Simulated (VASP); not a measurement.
Write the native input for VASP 6.6.1 that does the following.

- Task: single point
- Functional: PBE
- Potentials or basis: VASP PAW PBE potentials, release 64 (Al, N)
- Cutoff: 520 eV
- k mesh: 10 × 10 × 10
- Occupations: gaussian, width 0.05 eV
- Spin: no spin polarisation
- Dipole correction: no
- Further INCAR settings: ALGO = Normal; EDIFF = 1e-07; NBANDS = 11

The structure of AlN lies in POSCAR:

```
AlN
1.0
    0.0000000000      2.1839935596      2.1839935596
    2.1839935596      0.0000000000      2.1839935596
    2.1839935596      2.1839935596      0.0000000000
Al N
1 1
Direct
    0.0515111409      0.0515111409     -0.1972066491
    0.7500000000      0.7500000000      0.7500000000
```

This cell differs from its parent crystal: atom 1 (Al) moved by (-0.450, +0.225) A along [1 1 0] and z.

These files were run (other wordings do the same):

INCAR

```
SYSTEM = AlN
PREC = Accurate ; ENCUT = 520
EDIFF = 1E-7 ; ISMEAR = 0
SIGMA = 0.05 ; LREAL = .False.
LASPH = .True. ; NELM = 60
ALGO = Normal ; ISIF = 2
LWAVE = .False. ; LCHARG = .False.
GGA = PE ; NBANDS = 11
```

KPOINTS

```
regular mesh
0
Gamma
  10 10 10
  0 0 0
```

Potentials or basis: VASP PAW PBE potentials, release 64 (Al, N).

Run with:

```console
$ cat potpaw_PBE.64/Al/POTCAR potpaw_PBE.64/N/POTCAR > POTCAR
$ mpirun -np 1 vasp_std > vasp.out
```

It gave:

```yaml
Pressure: 18.0 GPa
Largest_force: 2.930 eV/Å
Band_gap_on_the_k_mesh: 2.01 eV, indirect (least direct gap 2.47 eV)
```

Caveat: the cell differs from its parent crystal (atom 1 (Al) moved by (-0.450, +0.225) A along [1 1 0] and z); forces of over 1 eV/Å act on the atoms, so gaps and moduli don't describe the material at rest.

Wall time 26 s on 1 thread of Intel(R) Xeon(R) 6975P-C (Granite Rapids) (shared host), peak memory 0.18 GiB.
